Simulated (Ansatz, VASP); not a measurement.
# One calculation of ZrScF4, two programs

```
CELL_PARAMETERS angstrom
3.11902 0.00000 0.00000
0.00000 3.11902 0.00000
0.00000 0.00000 4.41096
ATOMIC_POSITIONS crystal
Zr 0.50000 0.50000 0.50000
Sc 0.00000 0.00000 0.00000
F 0.50000 0.00000 0.25000
F 0.00000 0.50000 0.75000
F 0.50000 0.00000 0.75000
F 0.00000 0.50000 0.25000
```

Alike in both runs: task single point; functional PBE; k mesh 6 × 6 × 4; occupations gaussian, width 0.1 eV; no spin polarisation.

```csv
,VASP,Ansatz
version,VASP 6.6.1,Ansatz 0.2.0
potentials or method,"VASP PAW PBE potentials, release 64 (Zr_sv, Sc_sv, F), cutoff 520 eV","scalar-relativistic, plane waves, PAW"
valence electrons in the cell,51,51
```

|  | VASP | Ansatz | Ansatz less VASP |
| --- | --- | --- | --- |
| gap on the k mesh at the Fermi level (eV) | none | none | - |
| rms of the force components (eV/Å) | 1.375 | 1.398 | +0.0232 |

Atom by atom the forces differ by 0.023 eV/Å (rms over components). A gap of «none» marks a metal or a gap that the smearing closes. The functional is the same, so the differences come from potentials, cutoffs and numerics.
